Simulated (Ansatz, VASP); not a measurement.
ZnS: VASP beside Ansatz

```
Zn S
1.0
     2.61758    0.00000    0.00000
    -1.30879    2.26689    0.00000
     0.00000    0.00000    5.67112
Zn S
1 1
Direct
  0.00000 0.00000 0.50000
  0.00000 0.00000 0.00000
```

Alike in both runs: task relaxation of cell and atoms; functional PBE; k mesh 24 × 24 × 10; occupations gaussian, width 0.1 eV; no spin polarisation.

|  | VASP | Ansatz |
| --- | --- | --- |
| version | VASP 6.6.1 | Ansatz 0.2.0 |
| potentials or method | VASP PAW PBE potentials, release 64 (Zn, S), cutoff 600 eV | scalar-relativistic, plane waves, PAW |
| valence electrons in the cell | 18 | 18 |

Ansatz gave:

| Quantity | Value |
| --- | --- |
| gap on the k mesh at the Fermi level, each at its own relaxed structure (eV) | none |
| relaxed volume (Å³/atom) | 16.71 |
| relaxed cell length with the largest relative difference (Å) | 5.510 |

Q: Which values does VASP return?

A: gap on the k mesh at the Fermi level, each at its own relaxed structure (eV): none; relaxed volume (Å³/atom): 16.73; relaxed cell length with the largest relative difference (Å): 5.514.

A gap of «none» marks a metal or a gap that the smearing closes.
